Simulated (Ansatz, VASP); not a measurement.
One calculation of GaO, two programs

```xyz
8
Lattice="3.0740 0.0000 0.0000 -1.5370 2.6622 0.0000 0.0000 0.0000 13.0773" Properties=species:S:1:pos:R:3 pbc="T T T"
Ga    0.0000    1.7748    2.3147
Ga    1.5370    0.8874    8.8533
Ga    0.0000    1.7748    4.2240
Ga    1.5370    0.8874   10.7626
O     0.0000    1.7748    7.8464
O     1.5370    0.8874    1.3077
O     0.0000    1.7748   11.7695
O     1.5370    0.8874    5.2309
```

Alike in both runs: task single point; functional PBE; k mesh 6 × 6 × 2; occupations gaussian, width 0.1 eV; no spin polarisation.

|  | VASP | Ansatz |
| --- | --- | --- |
| version | VASP 6.6.1 | Ansatz 0.2.0 |
| potentials or method | VASP PAW PBE potentials, release 64 (Ga_d, O), cutoff 520 eV | scalar-relativistic, plane waves, PAW |
| valence electrons in the cell | 76 | 76 |

VASP gave:

| Item | Value |
| --- | --- |
| gap on the k mesh at the Fermi level (eV) | 1.52 |
| least direct gap on the mesh (eV) | 2.08 |
| pressure (GPa) | 12.8 |
| traceless stress, the component that is largest in VASP (GPa) | 37.38 |
| rms of the force components (eV/Å) | 5.781 |

Which values does Ansatz return?

gap on the k mesh at the Fermi level (eV): 1.54; least direct gap on the mesh (eV): 2.09; pressure (GPa): 11.1; traceless stress, the component that is largest in VASP (GPa): 35.43; rms of the force components (eV/Å): 5.554.

Atom by atom the forces differ by 0.235 eV/Å (rms over components).
